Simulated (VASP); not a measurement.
Wanted: the native input for a VASP 6.6.1 run.

| Property | Result |
| --- | --- |
| Task | relaxation of cell and atoms |
| Functional | LDA |
| Potentials or basis | VASP PAW LDA potentials, release 64 (Cu) |
| Cutoff | 600 eV |
| k mesh | 18 × 18 × 18 |
| Occupations | fermi-dirac, width 0.15 eV |
| Spin | no spin polarisation |
| Dipole correction | no |
| Further INCAR settings | ALGO = Normal; EDIFF = 1e-07; IBRION = 2; EDIFFG = -0.001; NSW = 80; ISIF = 3 |

The structure of Cu lies in POSCAR:

```
Cu
1.0
    0.0000000000      1.7592131580      1.7592131580
    1.7592131580      0.0000000000      1.7592131580
    1.7592131580      1.7592131580      0.0000000000
Cu
1
Direct
    0.0000000000      0.0000000000      0.0000000000
```

These files were run (other wordings do the same):

INCAR

```
SYSTEM = Cu
PREC     = Accurate       ! precision mode
ENCUT    = 600            ! plane-wave cutoff, eV
EDIFF    = 1E-7           ! SCF threshold, eV
ISMEAR   = -1             ! smearing method
SIGMA    = 0.15           ! smearing width, eV
LREAL    = .FALSE.        ! projectors in reciprocal space
LASPH    = .TRUE.         ! aspherical terms in the spheres
NELM     = 120            ! most SCF steps
ALGO     = Normal         ! electronic algorithm
ISIF     = 3              ! what is computed and relaxed
LWAVE    = .FALSE.        ! write WAVECAR
LCHARG   = .FALSE.        ! write CHGCAR
IBRION   = 2              ! ionic algorithm
NSW      = 80             ! ionic steps
EDIFFG   = -0.001         ! ionic threshold
GGA_COMPAT= .FALSE.      
NELMIN   = 4
```

KPOINTS

```
Automatic mesh
0
G
  18 18 18
  0 0 0
```

Potentials or basis: VASP PAW LDA potentials, release 64 (Cu).

Run with:

```bash
$ cat potpaw_LDA.64/Cu/POTCAR > POTCAR
$ mpirun -np 1 vasp_std > vasp.out
```

Results of the run:

- Relaxed volume: 10.95 Å³/atom
- Relaxed cell: a = 2.492 Å, b = 2.492 Å, c = 2.492 Å, α = 60.00°, β = 60.00°, γ = 60.00°
- Space group after relaxing (to 0.1 Å): Fm-3m (No. 225)
- Energy gained by relaxing: 0.2 meV/atom
- Ionic steps: 11
- Pressure after relaxing: 0.0 GPa
- Band gap on the k mesh: zero (an odd number of electrons rules out a gap without spin polarisation)

Run time: 2.6 min on 1 thread of Intel Xeon 8259CL, with other jobs on the host, peak memory 0.14 GiB.
